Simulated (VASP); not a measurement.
BaZrO3: single point with r2SCAN

The system is BaZrO3.

```
Ba Zr O
1.0
     4.18150    0.00000    0.00000
     0.00000    4.18150    0.00000
     0.00000    0.00000    4.18150
Ba Zr O
1 1 3
Direct
  0.50000 0.49577 0.49577
  0.00000 0.00000 0.00000
  0.50000 0.00000 0.00000
  0.00000 0.50000 0.00000
  0.00000 0.00000 0.50000
```

This cell differs from its parent crystal: all Ba atoms moved +0.025 Å, as atom 1 towards its neighbour atom 3 (O) at 2.957 Å.

```
Program                : VASP 6.6.1
Task                   : single point
Functional             : r2SCAN
Potentials or basis    : VASP PAW PBE potentials, release 64 (Ba_sv, Zr_sv, O)
Cutoff                 : 520 eV
k mesh                 : 6 × 6 × 6
Occupations            : gaussian, width 0.05 eV
Spin                   : no spin polarisation
Dipole correction      : no
Further INCAR settings : ALGO = Normal; EDIFF = 1e-06; NBANDS = 28
```

| Property | Result |
| --- | --- |
| Pressure | 4.0 GPa |
| Largest force | 0.112 eV/Å |
| Band gap on the k mesh | 3.72 eV (least direct gap 3.96 eV) |

Forces in eV/Å, atoms in the order of the input:
```
Ba   0.000  0.079  0.079
Zr   0.000 -0.067 -0.067
O    0.000  0.005  0.005
O    0.000 -0.022  0.005
O    0.000  0.005 -0.022
```

Levels at points of the mesh, in eV from the valence-band top:
```
           k point  band 16  band 17  band 18  band 19  band 20  band 21  band 22  band 23  band 24  band 25
(0.00, 0.00, 0.00)    -1.02    -1.02    -0.24    -0.24    -0.24     3.72     3.72     3.72     5.18     5.18
(0.50, 0.00, 0.00)    -1.76    -1.74    -1.69    -0.47    -0.47     4.17     6.28     6.28     7.00     7.34
(0.00, 0.50, 0.00)    -1.75    -1.74    -1.69    -0.47    -0.47     4.17     6.28     6.28     7.00     7.34
(0.50, 0.50, 0.00)    -2.41    -0.94    -0.94    -0.80    -0.08     6.24     6.24     7.03     7.19     8.35
(0.00, 0.50, 0.50)    -2.41    -0.94    -0.94    -0.81    -0.08     6.24     6.24     7.04     7.19     8.35
(0.50, 0.50, 0.50)    -2.56    -2.56     0.00     0.00     0.00     6.65     6.65     6.65     7.61     7.61
```

It took 4.3 min on 1 thread of Intel Xeon 8259CL, on a shared host, peak memory 0.26 GiB.

Caveat: the cell differs from its parent crystal (all Ba atoms moved +0.025 Å, as atom 1 towards its neighbour atom 3 (O) at 2.957 Å); the cell stands under pressure; the PAW data sets were made with another functional, which shifts forces and pressure a little; spin-orbit coupling is left out, which moves the levels of the heavy elements. A k mesh can miss the band edges.
